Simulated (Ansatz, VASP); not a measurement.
# Mo: VASP beside Ansatz

```
Mo
1.0
     2.60488    0.00000    0.00000
     0.00000    2.60488    0.00000
     0.00000    0.00000    2.60488
Mo
1
Direct
  0.00000 0.00000 0.00000
```

Alike in both runs: functional PBE; k mesh 12 × 12 × 12; occupations fermi-dirac, width 0.03 eV; no spin polarisation.

Ansatz relaxed the structure, and its values are those at the end. VASP's run is a single point on that final structure, the one shown.

```csv
,VASP,Ansatz
version,VASP 6.6.1,Ansatz 0.2.0
potentials or method,"VASP PAW PBE potentials, release 64 (Mo_sv)","PAW with Ansatz's default frozen-core files, scalar-relativistic"
plane-wave cutoff (eV),520,420
valence electrons in the cell,14,14
```

```csv
,VASP,Ansatz,Ansatz less VASP
pressure (GPa),0.4,0.0,-0.46
```
